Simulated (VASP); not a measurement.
# Cd (P6_3/mmc) in VASP: relaxation of cell and atoms with r2SCAN

Aim: the relaxation of cell and atoms of Cd with r2SCAN.

All numbers are computed with VASP 6.6.1; they aren't measurements. Logs are shortened: lines on timing, memory, paths and dates and some standing lists are left out, and cuts for length are marked.

## (1) The cell of the first run

It takes space group P6_3/mmc (No. 194, hexagonal). The conventional cell has a = 3.093 Å, b = 3.093 Å, c = 10.431 Å, α = 90.00°, β = 90.00°, γ = 120.00°. Within 4.1 Å of Cd (site symmetry -3m) lie 12 Cd at 3.09 to 3.16 Å. Within 4.1 Å of Cd (site symmetry -6m2) lie 12 Cd at 3.09 to 3.16 Å.

## (2) Relaxation of cell and atoms, r2SCAN

File POSCAR:

```
Cd
1.0
    3.0930680000      0.0000000000      0.0000000000
   -1.5465340000      2.6786750000      0.0000000000
    0.0000000000      0.0000000000     10.4307370000
Cd
4
Direct
    0.0000000000      0.0000000000      0.0000000000
    0.3333333333      0.6666666667      0.2500000000
    0.0000000000      0.0000000000      0.5000000000
    0.6666666667      0.3333333333      0.7500000000
```

File INCAR.step1:

```
SYSTEM = Cd
PREC = Accurate
ENCUT = 600
ISMEAR = 0
SIGMA = 0.1
LREAL = .False.
LASPH = .True.
NELM = 60
GGA = PE
ALGO = Normal
EDIFF = 1E-4
LWAVE = .True.
LCHARG = .False.
```

File INCAR.step2:

```
SYSTEM = Cd
PREC = Accurate
ENCUT = 600
EDIFF = 1E-6
ISMEAR = 0
SIGMA = 0.1
LREAL = .False.
LASPH = .True.
NELM = 60
ALGO = Normal
ISIF = 3
LWAVE = .False.
LCHARG = .False.
METAGGA = R2SCAN
LMIXTAU = .True.
IBRION = 2
NSW = 80
EDIFFG = -0.02
ISTART = 1
```

File KPOINTS:

```
Automatic mesh
0
Gamma
  8 8 2
  0 0 0
```

Potentials or basis: VASP PAW PBE potentials, release 64 (Cd).

Started as:

```sh
> cat potpaw_PBE.64/Cd/POTCAR > POTCAR
> cp INCAR.step1 INCAR
> mpirun -np 1 vasp_std > vasp.out
> cp INCAR.step2 INCAR
> mpirun -np 1 vasp_std > vasp.out
```

OUTCAR:

```text
SYSTEM = Cd
   PREC = Accurate
   ENCUT = 600
   EDIFF = 1E-6
   ISMEAR = 0
   LREAL = .False.
   LASPH = .True.
   NELM = 60
   ISIF = 3
   METAGGA = R2SCAN
   IBRION = 2
   NSW = 80
   EDIFFG = -0.02
   ISTART = 1

 ion  position               nearest neighbor table
   1  0.000  0.000  0.000-   2 3.16   4 3.16   4 3.16   2 3.16   4 3.16   2 3.16
   2  0.333  0.667  0.250-   1 3.16   3 3.16   1 3.16   3 3.16   1 3.16   3 3.16
   3  0.000  0.000  0.500-   2 3.16   4 3.16   4 3.16   2 3.16   4 3.16   2 3.16
   4  0.667  0.333  0.750-   1 3.16   3 3.16   1 3.16   3 3.16   1 3.16   3 3.16

  LATTYP: Found a hexagonal cell.
 ALAT       =     3.0930680000
 C/A-ratio  =     3.3722947572

  Lattice vectors:

 A1 = (   3.0930680000,   0.0000000000,   0.0000000000)
 A2 = (  -1.5465340000,   2.6786750000,   0.0000000000)
 A3 = (   0.0000000000,   0.0000000000,  10.4307370000)

Analysis of symmetry for initial positions (statically):
=====================================================================
 Subroutine PRICEL returns:
 Original cell was already a primitive cell.

 Routine SETGRP: Setting up the symmetry group for a
 hexagonal supercell.

 Subroutine GETGRP returns: Found 24 space group operations
 (whereof 12 operations were pure point group operations)
 out of a pool of 24 trial point group operations.

The static configuration has the point symmetry D_3d.
 The point group associated with its full space group is D_6h.

Analysis of symmetry for dynamics (positions and initial velocities):
=====================================================================
 Subroutine PRICEL returns:
 Original cell was already a primitive cell.

 Routine SETGRP: Setting up the symmetry group for a
 hexagonal supercell.

 Subroutine GETGRP returns: Found 24 space group operations
 (whereof 12 operations were pure point group operations)
 out of a pool of 24 trial point group operations.

The dynamic configuration has the point symmetry D_3d.
 The point group associated with its full space group is D_6h.

 Subroutine INISYM returns: Found 24 space group operations
 (whereof 12 operations are pure point group operations),
 and found     1 'primitive' translations

----------------------------------------------------------------------------------------

                                     Primitive cell

  volume of cell :      86.4220

  direct lattice vectors                    reciprocal lattice vectors
     3.093068000  0.000000000  0.000000000     0.323303594  0.186659449  0.000000000
    -1.546534000  2.678675000  0.000000000     0.000000000  0.373318898  0.000000000
     0.000000000  0.000000000 10.430737000     0.000000000  0.000000000  0.095870503

  length of vectors
     3.093068000  3.093067598 10.430737000     0.373318850  0.373318898  0.095870503

  position of ions in fractional coordinates (direct lattice)
     0.000000000  0.000000000  0.000000000
     0.333333333  0.666666667  0.250000000
     0.000000000  0.000000000  0.500000000
     0.666666667  0.333333333  0.750000000

  ion indices of the primitive-cell ions
   primitive index   ion index
                 1           1
                 2           2
                 3           3
                 4           4

----------------------------------------------------------------------------------------

 KPOINTS: Automatic mesh

Automatic generation of k-mesh.
 Grid dimensions read from file:
 generate k-points for:    8    8    2

 Generating k-lattice:

  Cartesian coordinates                     Fractional coordinates (reciprocal lattice)
     0.040412949  0.023332431  0.000000000     0.125000000 -0.000000000  0.000000000
     0.000000000  0.046664862  0.000000000     0.000000000  0.125000000  0.000000000
     0.000000000  0.000000000  0.047935251     0.000000000  0.000000000  0.500000000

  Length of vectors
     0.046664856  0.046664862  0.047935251

  Shift w.r.t. Gamma in fractional coordinates (k-lattice)
     0.000000000  0.000000000  0.000000000

 Subroutine IBZKPT returns following result:
 ===========================================

 Found     20 irreducible k-points:

 Following reciprocal coordinates:
            Coordinates               Weight
  0.000000  0.000000  0.000000      1.000000
  0.125000 -0.000000  0.000000      6.000000
  0.250000 -0.000000  0.000000      6.000000
  0.375000 -0.000000  0.000000      6.000000
  0.500000 -0.000000  0.000000      3.000000
  0.125000  0.125000  0.000000      6.000000
[... 12 lines left out ...]
  0.250000  0.250000  0.500000      6.000000
  0.375000  0.250000  0.500000      6.000000
   k-points           NKPTS =     20   k-points in BZ     NKDIM =     20   number of bands    NBANDS=     28
   number of dos      NEDOS =    301   number of ions     NIONS =      4
   total plane-waves  NPLWV =  65856
   dimension x,y,z NGX =    28 NGY =   28 NGZ =   84
   dimension x,y,z NGXF=    56 NGYF=   56 NGZF=  168
   ions per type =               4
   NGX,Y,Z   is equivalent  to a cutoff of  15.05, 15.05, 13.39 a.u.
   NGXF,Y,Z  is equivalent  to a cutoff of  30.10, 30.10, 26.78 a.u.
 SYSTEM =  Cd
   PREC   = accura    normal or accurate (medium, high low for compatibility)
   ISTART =      1    job   : 0-new  1-cont  2-samecut
   ICHARG =      0    charge: 1-file 2-atom 10-const
   ISPIN  =      1    spin polarized calculation?
   LNONCOLLINEAR =      F non collinear calculations
   LSORBIT =      F    spin-orbit coupling
   LASPH  =      T    aspherical Exc in radial PAW
   ENCUT  =  600.0 eV  44.10 Ry    6.64 a.u.   6.18  6.18 20.83*2*pi/ulx,y,z
   NELM   =     60;   NELMIN=  2; NELMDL=  0     # of ELM steps
   EDIFF  = 0.1E-05   stopping-criterion for ELM
   LREAL  =      F    real-space projection
   EDIFFG = -.2E-01   stopping-criterion for IOM
   NSW    =     80    number of steps for IOM
   IBRION =      2    ionic relax: 0-MD 1-quasi-New 2-CG
   NFREE  =      1    steps in history (QN), initial steepest desc. (CG)
   ISIF   =      3    stress and relaxation
   ISYM   =      2    0-nonsym 1-usesym 2-fastsym
   POTIM  = 0.5000    time-step for ionic-motion
   TEBEG  =    0.0;   TEEND  =   0.0 temperature during run
   PSTRESS=    0.0 pullay stress
   NELECT =      48.0000    total number of electrons
   NUPDOWN=      -1.0000    fix difference up-down
   EMIN   =  10.00;   EMAX   =-10.00  energy-range for DOS
   EFERMI =   0.00;   METHOD = LEGACY
   ISMEAR =     0;   SIGMA  =   0.10  broadening in eV -4-tet -1-fermi 0-gaus
   EFERMI_NEDOS =   21; number of points for ismear=-14 and -15
   IALGO  =     38    algorithm
   IMIX   =      4    mixing-type and parameters
     AMIX     =   0.40;   BMIX     =  1.00
     AMIX_MAG =   1.60;   BMIX_MAG =  1.00
  volume/ion in A,a.u.               =      21.61       145.80
  Fermi-wavevector in a.u.,A,eV,Ry     =   1.345696  2.542997 24.638773  1.810899
  Thomas-Fermi vector in A             =   2.473588
   LORBIT       =      0    0 simple, 1 ext, 2 COOP (PROOUT), +10 PAW based schemes
   METAGGA = R2SCAN    functional components
   LHFCALC =     F    Hartree Fock is set to
   AEXX    =    0.0000 exact exchange contribution
   IVDW    =     0    specifies the selected vdW correction
   LEPSILON=     F    determine dielectric tensor
   LRPA    =     F    only Hartree local field effects (RPA)
 conjugate gradient relaxation of ions
 non-spin polarized calculation
 Gauss-broadening in eV      SIGMA  =   0.10
  energy-cutoff  :      600.00
  volume of cell :       86.42
 maximum number of plane-waves:      2909
 NGX is ok and might be reduce to    28
   NGX = 13   NGY = 13   NGZ = 41

--------------------------------------- Ionic step        1  -------------------------------------------

 number of electron      48.0000016 magnetization

 Free energy of the ion-electron system (eV)
  ---------------------------------------------------
  ext. energy  EPLUGINS =         0.00000000
  ---------------------------------------------------
  free energy    TOTEN  =       -80.34135121 eV

  energy without entropy =      -80.33886612  energy(sigma->0) =      -80.34010867

------------------------ aborting loop because EDIFF is reached ----------------------------------------

  FORCE on cell =-STRESS in cart. coord.  units (eV):
  Direction    XX          YY          ZZ          XY          YZ          ZX
  --------------------------------------------------------------------------------------
  -------------------------------------------------------------------------------------
  Total        0.0211842      0.0211842     -0.8185169     -0.0000000      0.0000000     -0.0000000
  in kB        0.3927336      0.3927335    -15.1744774     -0.0000000      0.0000000     -0.0000000
  external PRESSURE =      -4.7963368 kB  Pullay stress =       0.0000000 kB

 VOLUME and BASIS-vectors are now :
 -----------------------------------------------------------------------------
  energy-cutoff  :      600.00
  volume of cell :       86.42
      direct lattice vectors                 reciprocal lattice vectors
     3.093068000  0.000000000  0.000000000     0.323303594  0.186659449  0.000000000
    -1.546534000  2.678675000  0.000000000     0.000000000  0.373318898  0.000000000
     0.000000000  0.000000000 10.430737000     0.000000000  0.000000000  0.095870503

 POSITION                                       TOTAL-FORCE (eV/Angst)
 -----------------------------------------------------------------------------------
      0.00000      0.00000      0.00000        -0.000000     -0.000000     -0.000000
     -0.00000      1.78578      2.60768        -0.000000     -0.000000      0.000000
      0.00000      0.00000      5.21537        -0.000000     -0.000000     -0.000000
      1.54653      0.89289      7.82305         0.000000      0.000000     -0.000000
 -----------------------------------------------------------------------------------
    total drift:                                0.000000     -0.000000      0.000000

  FREE ENERGIE OF THE ION-ELECTRON SYSTEM (eV)
  ---------------------------------------------------
  free  energy   TOTEN  =       -80.3413512139 eV
[... 93 lines left out ...]
 VOLUME and BASIS-vectors are now :
 -----------------------------------------------------------------------------
  energy-cutoff  :      600.00
  volume of cell :       85.38
      direct lattice vectors                 reciprocal lattice vectors
     3.094084251 -0.000000000 -0.000000000     0.323197405  0.186598141 -0.000000000
    -1.547042125  2.679555099  0.000000000     0.000000000  0.373196282 -0.000000000
     0.000000000  0.000000000 10.298320495     0.000000000  0.000000000  0.097103212

 POSITION                                       TOTAL-FORCE (eV/Angst)
 -----------------------------------------------------------------------------------
      1.54704      2.67956     10.29832         0.000000      0.000000     -0.000000
     -0.00000      1.78637      2.57458        -0.000000      0.000000      0.000000
      1.54704      2.67956      5.14916         0.000000      0.000000     -0.000000
      1.54704      0.89319      7.72374         0.000000     -0.000000      0.000000
 -----------------------------------------------------------------------------------
    total drift:                               -0.000000     -0.000000      0.000000

  FREE ENERGIE OF THE ION-ELECTRON SYSTEM (eV)
  ---------------------------------------------------
  free  energy   TOTEN  =       -80.3469345356 eV

  energy  without entropy=      -80.3452443039  energy(sigma->0) =      -80.34608942

--------------------------------------- Ionic step        5  -------------------------------------------

 number of electron      48.0000007 magnetization

 Free energy of the ion-electron system (eV)
  ---------------------------------------------------
  ext. energy  EPLUGINS =         0.00000000
  ---------------------------------------------------
  free energy    TOTEN  =       -80.34737419 eV

  energy without entropy =      -80.34569145  energy(sigma->0) =      -80.34653282

 E-fermi :   2.9446     XC(G=0): -11.8945

 val. band max:        2.8757548814   @ k =   0.3750   0.2500   0.0000
 cond. band min:       3.2376522883   @ k =   0.3750   0.1250   0.5000
 fundamental gap:      0.3618974069
 Fermi energy:         2.9446327256

 k-point     1 :       0.0000    0.0000    0.0000
  band No.  band energies     occupation
      1      -7.2729      2.00000
      2      -7.0144      2.00000
      3      -7.0045      2.00000
      4      -6.7551      2.00000
      5      -6.7089      2.00000
      6      -6.7089      2.00000
[... 20 lines left out ...]
     27       9.2542      0.00000
     28      16.5572      0.00000
[... 600 lines left out ...]
 VOLUME and BASIS-vectors are now :
 -----------------------------------------------------------------------------
  energy-cutoff  :      600.00
  volume of cell :       85.71
      direct lattice vectors                 reciprocal lattice vectors
     3.101558081 -0.000000000  0.000000000     0.322418595  0.186148495 -0.000000000
    -1.550779041  2.686027622 -0.000000000     0.000000000  0.372296990  0.000000000
     0.000000000 -0.000000000 10.288345804    -0.000000000  0.000000000  0.097197355

 POSITION                                       TOTAL-FORCE (eV/Angst)
 -----------------------------------------------------------------------------------
      0.00000      0.00000      0.00000         0.000000     -0.000000     -0.000000
     -0.00000      1.79069      2.57209         0.000000      0.000000      0.000000
      0.00000     -0.00000      5.14417         0.000000     -0.000000     -0.000000
      1.55078      0.89534      7.71626        -0.000000     -0.000000      0.000000
 -----------------------------------------------------------------------------------
    total drift:                                0.000000     -0.000000      0.000000

  FREE ENERGIE OF THE ION-ELECTRON SYSTEM (eV)
  ---------------------------------------------------
  free  energy   TOTEN  =       -80.3473741928 eV

  energy  without entropy=      -80.3456914451  energy(sigma->0) =      -80.34653282

 reached required accuracy - stopping structural energy minimisation
```

Wall time 9 min (1 thread of Intel Xeon Platinum 8488C (Sapphire Rapids), shared host); peak memory 0.28 GiB.

What came out:

```
Free energy                           : -80.3474 eV
Relaxed volume                        : 21.43 Å³/atom
Relaxed cell                          : a = 3.102 Å, b = 3.102 Å, c = 10.288 Å, α = 90.00°, β = 90.00°, γ = 120.00°
Space group after relaxing (to 0.1 Å) : P6_3/mmc (No. 194)
Energy gained by relaxing             : 1.5 meV/atom
Ionic steps                           : 5
Pressure after relaxing               : 0.0 GPa
Band gap on the k mesh                : zero (bands 24 and 25 overlap by 3.27 eV)
```

The path:
```
step  energy change (eV)  largest force (eV/Å)  pressure (GPa)  volume (Å³)
   1              0.0000                0.0000           -0.48        86.42
   2             -0.0053                0.0000            0.07        85.61
   3             -0.0056                0.0000            0.22        85.41
   4             -0.0056                0.0000            0.24        85.38
   5             -0.0060                0.0000            0.01        85.71
```

Final structure:
```
Cd
1.0
     3.10156    0.00000    0.00000
    -1.55078    2.68603    0.00000
     0.00000    0.00000   10.28835
Cd
4
Direct
  0.00000 0.00000 0.00000
  0.33333 0.66667 0.25000
  0.00000 0.00000 0.50000
  0.66667 0.33333 0.75000
```

Levels at points of the mesh, in eV from the Fermi level:
| k point | band 22 | band 23 | band 24 | band 25 | band 26 | band 27 |
| --- | --- | --- | --- | --- | --- | --- |
| (0.00, 0.00, 0.00) | -7.48 | -7.47 | -2.60 | -1.52 | 6.31 | 6.31 |
| (0.50, 0.00, 0.00) | -2.60 | -1.73 | -1.71 | -0.36 | -0.19 | 3.28 |
| (0.00, 0.00, 0.50) | -8.86 | -5.21 | -5.21 | 1.84 | 1.84 | 11.21 |
| (0.50, 0.00, 0.50) | -2.51 | -2.16 | -2.16 | 0.66 | 0.66 | 1.79 |

Caveat: the PAW data sets were made with another functional, which shifts forces and pressure a little.
